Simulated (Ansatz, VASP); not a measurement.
BN: VASP beside Ansatz

```
B N
1.0
     0.00000    1.80487    1.80487
     1.80487    0.00000    1.80487
     1.80487    1.80487    0.00000
B N
1 1
Direct
  0.00000 0.00000 0.00000
  0.25000 0.25000 0.25000
```

Alike in both runs: functional r2SCAN; k mesh 12 × 12 × 12; occupations gaussian, width 0.02 eV; no spin polarisation.

Ansatz relaxed the structure, and its values are those at the end. VASP's run is a single point on that final structure, the one shown.

|  | VASP | Ansatz |
| --- | --- | --- |
| version | VASP 6.6.1 | Ansatz 0.2.0 |
| potentials or method | VASP PAW PBE potentials, release 64 (B_h, N_h), cutoff 910 eV | scalar-relativistic, plane waves, PAW |
| valence electrons in the cell | 8 | 8 |

```tsv
	VASP	Ansatz	Ansatz less VASP
gap on the k mesh at the Fermi level (eV)	5.00	5.00	+0.005
least direct gap on the mesh (eV)	9.57	9.59	+0.016
```

VASP's potentials were made for PBE, not for r2SCAN.

Noted on VASP's run: the cutoff is short for stress, so the pressure is rough.
